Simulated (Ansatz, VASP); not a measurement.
Two plane-wave programs on GaP

```
Ga P
1.0
     0.00000    2.72581    2.72581
     2.72581    0.00000    2.72581
     2.72581    2.72581    0.00000
Ga P
1 1
Cartesian
  0.0000 0.0000 0.0000
  4.0887 4.0887 4.0887
```

Alike in both runs: task single point; functional PBEsol; k mesh 6 × 6 × 6; occupations gaussian, width 0.1 eV; no spin polarisation.

|  | VASP | Ansatz |
| --- | --- | --- |
| version | VASP 6.6.1 | Ansatz 0.2.0 |
| potentials or method | VASP PAW PBE potentials, release 64 (Ga_d, P), cutoff 500 eV | scalar-relativistic, plane waves, PAW |
| valence electrons in the cell | 18 | 18 |

|  | VASP | Ansatz | Ansatz less VASP |
| --- | --- | --- | --- |
| gap on the k mesh at the Fermi level (eV) | 1.51 | 1.51 | -0.002 |
| least direct gap on the mesh (eV) | 1.74 | 1.74 | -0.006 |
| pressure (GPa) | -0.7 | -0.6 | +0.10 |

VASP's potentials were made for PBE, not for PBEsol.
